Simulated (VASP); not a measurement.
# MgO (P6_3mc) in VASP: a series of runs, part 2 of 4

VASP 6.6.1.

### Step 3. Single point, PBEsol (c/a of the conventional cell at fixed volume 1.3979)

Input file INCAR:

```
  ALGO = Normal
  EDIFF = 1E-6
  ENCUT = 520
  GGA = PS
  ISIF = 2
  ISMEAR = 0
  LASPH = True
  LCHARG = False
  LREAL = False
  LWAVE = False
  NBANDS = 16
  NELM = 60
  PREC = Accurate
  SIGMA = 0.05
```

Input file KPOINTS:

```
k-points
0
Gamma
  9 9 6
```

Input file POSCAR:

```
MgO
1.0
    3.3965520429      0.0000000000      0.0000000000
   -1.6982760214      2.9415003544      0.0000000000
    0.0000000000      0.0000000000      4.7480401007
Mg O
2 2
Direct
    0.3333333333      0.6666666667     -0.0199501180
    0.6666666667      0.3333333333      0.4800498820
    0.3333333333      0.6666666667      0.4009416620
    0.6666666667      0.3333333333      0.9009416620
```

Potentials or basis: VASP PAW PBE potentials, release 64 (Mg, O).

Run with:

```
$ cat potpaw_PBE.64/Mg/POTCAR potpaw_PBE.64/O/POTCAR > POTCAR
$ mpirun -np 1 vasp_std > vasp.out
```

OUTCAR:

```text
EDIFF = 1E-6
   ENCUT = 520
   GGA = PS
   ISIF = 2
   ISMEAR = 0
   LASPH = True
   LREAL = False
   NELM = 60
   PREC = Accurate

 ion  position               nearest neighbor table
   1  0.333  0.667  0.980-   4 2.00   4 2.00   4 2.00   3 2.00   3 2.75   2 3.08   2 3.08   2 3.08
                             2 3.08   2 3.08   2 3.08
   2  0.667  0.333  0.480-   3 2.00   3 2.00   3 2.00   4 2.00   4 2.75   1 3.08   1 3.08   1 3.08
                             1 3.08   1 3.08   1 3.08
   3  0.333  0.667  0.401-   2 2.00   2 2.00   2 2.00   1 2.00   1 2.75
   4  0.667  0.333  0.901-   1 2.00   1 2.00   1 2.00   2 2.00   2 2.75

  LATTYP: Found a hexagonal cell.
 ALAT       =     3.3965520429
 C/A-ratio  =     1.3979000000

  Lattice vectors:

 A1 = (   3.3965520429,   0.0000000000,   0.0000000000)
 A2 = (  -1.6982760214,   2.9415003544,   0.0000000000)
 A3 = (   0.0000000000,   0.0000000000,   4.7480401007)

Analysis of symmetry for initial positions (statically):
=====================================================================
 Subroutine PRICEL returns:
 Original cell was already a primitive cell.

 Routine SETGRP: Setting up the symmetry group for a
 hexagonal supercell.

 Subroutine GETGRP returns: Found 12 space group operations
 (whereof  6 operations were pure point group operations)
 out of a pool of 24 trial point group operations.

The static configuration has the point symmetry C_3v.
 The point group associated with its full space group is C_6v.

Analysis of symmetry for dynamics (positions and initial velocities):
=====================================================================
 Subroutine PRICEL returns:
 Original cell was already a primitive cell.

 Routine SETGRP: Setting up the symmetry group for a
 hexagonal supercell.

[... 122 lines left out ...]
   EMIN   =  10.00;   EMAX   =-10.00  energy-range for DOS
   EFERMI =   0.00;   METHOD = LEGACY
   ISMEAR =     0;   SIGMA  =   0.05  broadening in eV -4-tet -1-fermi 0-gaus
   EFERMI_NEDOS =   21; number of points for ismear=-14 and -15
   IALGO  =     38    algorithm
   IMIX   =      4    mixing-type and parameters
     AMIX     =   0.40;   BMIX     =  1.00
     AMIX_MAG =   1.60;   BMIX_MAG =  1.00
  volume/ion in A,a.u.               =      11.86        80.03
  Fermi-wavevector in a.u.,A,eV,Ry     =   1.139570  2.153475 17.668792  1.298620
  Thomas-Fermi vector in A             =   2.276273
   LORBIT       =      0    0 simple, 1 ext, 2 COOP (PROOUT), +10 PAW based schemes
   GGA     = PS    functional components
   LHFCALC =     F    Hartree Fock is set to
   AEXX    =    0.0000 exact exchange contribution
   IVDW    =     0    specifies the selected vdW correction
   LEPSILON=     F    determine dielectric tensor
   LRPA    =     F    only Hartree local field effects (RPA)
 non-spin polarized calculation
 Gauss-broadening in eV      SIGMA  =   0.05
  energy-cutoff  :      520.00
  volume of cell :       47.44
 maximum number of plane-waves:      1295
 NGX is ok and might be reduce to    28
   NGX = 13   NGY = 13   NGZ = 17

 number of electron      16.0000002 magnetization

 Free energy of the ion-electron system (eV)
  ---------------------------------------------------
  ext. energy  EPLUGINS =         0.00000000
  ---------------------------------------------------
  free energy    TOTEN  =       -24.53892290 eV

  energy without entropy =      -24.53892290  energy(sigma->0) =      -24.53892290

 E-fermi :   1.4765     XC(G=0):  -9.9678

 val. band max:        1.2388945955   @ k =   0.0000   0.0000   0.0000
 cond. band min:       4.3264579991   @ k =   0.0000   0.0000   0.0000
 fundamental gap:      3.0875634036
 Fermi energy:         1.4765364037

 k-point     1 :       0.0000    0.0000    0.0000
  band No.  band energies     occupation
      1     -15.1570      2.00000
      2     -14.2005      2.00000
      3      -2.1948      2.00000
      4       0.0580      2.00000
      5       0.0580      2.00000
      6       0.5516      2.00000
[... 433 lines left out ...]
      3      -1.7794      2.00000
      4      -1.2416      2.00000
      5      -1.2416      2.00000
      6      -0.2083      2.00000
[... 8 lines left out ...]
     15      14.3073      0.00000
     16      17.7439      0.00000

 [... further k-points ...]
[... 5 lines left out ...]
  --------------------------------------------------------------------------------------
  -------------------------------------------------------------------------------------
  Total       -1.0211382     -1.0211382     -0.2027019     -0.0000000     -0.0000000     -0.0000000
  in kB      -34.4884403    -34.4884403     -6.8461560     -0.0000000     -0.0000000     -0.0000000
  external PRESSURE =     -25.2743455 kB  Pullay stress =       0.0000000 kB

 VOLUME and BASIS-vectors are now :
 -----------------------------------------------------------------------------
  energy-cutoff  :      520.00
  volume of cell :       47.44
      direct lattice vectors                 reciprocal lattice vectors
     3.396552043  0.000000000  0.000000000     0.294416216  0.169981282  0.000000000
    -1.698276021  2.941500354  0.000000000     0.000000000  0.339962563  0.000000000
     0.000000000  0.000000000  4.748040101     0.000000000  0.000000000  0.210613217

 POSITION                                       TOTAL-FORCE (eV/Angst)
 -----------------------------------------------------------------------------------
     -0.00000      1.96100      4.65332        -0.000000     -0.000000     -0.167641
      1.69828      0.98050      2.27930         0.000000     -0.000000     -0.167641
     -0.00000      1.96100      1.90369        -0.000000     -0.000000      0.167641
      1.69828      0.98050      4.27771         0.000000      0.000000      0.167641
 -----------------------------------------------------------------------------------
    total drift:                               -0.000000      0.000000      0.001044

  FREE ENERGIE OF THE ION-ELECTRON SYSTEM (eV)
  ---------------------------------------------------
  free  energy   TOTEN  =       -24.5389228988 eV

  energy  without entropy=      -24.5389228988  energy(sigma->0) =      -24.53892290
```

OSZICAR:

```text
N       E                     dE             d eps       ncg     rms          rms(c)
DAV:   1     0.611331822525E+02    0.61133E+02   -0.73823E+03  1536   0.879E+02
DAV:   2    -0.240057417872E+02   -0.85139E+02   -0.78065E+02  2120   0.195E+02
DAV:   3    -0.283003220768E+02   -0.42946E+01   -0.42816E+01  1736   0.456E+01
DAV:   4    -0.283179553203E+02   -0.17633E-01   -0.17633E-01  1856   0.346E+00
DAV:   5    -0.283180436129E+02   -0.88293E-04   -0.88293E-04  1752   0.236E-01    0.108E+01
DAV:   6    -0.246496087835E+02    0.36684E+01   -0.10289E+01  1552   0.241E+01    0.380E+00
DAV:   7    -0.245722469516E+02    0.77362E-01   -0.16984E-01  1552   0.330E+00    0.213E+00
DAV:   8    -0.245409692702E+02    0.31278E-01   -0.97059E-02  1688   0.330E+00    0.500E-01
DAV:   9    -0.245384987104E+02    0.24706E-02   -0.42827E-03  1840   0.584E-01    0.145E-01
DAV:  10    -0.245389156705E+02   -0.41696E-03   -0.55949E-04  1600   0.169E-01    0.158E-02
DAV:  11    -0.245389232175E+02   -0.75470E-05   -0.17120E-05  1888   0.299E-02    0.145E-02
DAV:  12    -0.245389228988E+02    0.31862E-06   -0.28568E-06  1592   0.157E-02
   1 F= -.24538923E+02 E0= -.24538923E+02  d E =-.898025E-14
```

Run time: 68 s. Hardware: 1 thread of AMD EPYC 7R13, shared host; peak memory 0.16 GiB.

Results:

```yaml
Free_energy: -24.5389 eV
Pressure: -2.5 GPa
Largest_force: 0.168 eV/Å
Band_gap_on_the_k_mesh: 3.09 eV, direct
```

Forces on the atoms (eV/Å):
```
Mg   0.000  0.000 -0.168
Mg   0.000  0.000 -0.168
O    0.000  0.000  0.168
O    0.000  0.000  0.168
```

Stress tensor (GPa, compression positive):
```
-3.45  0.00  0.00
 0.00 -3.45  0.00
 0.00  0.00 -0.68
```

Caveat: the PAW data sets were made with another functional, which shifts forces and pressure a little.

[end of part 2 of 4]
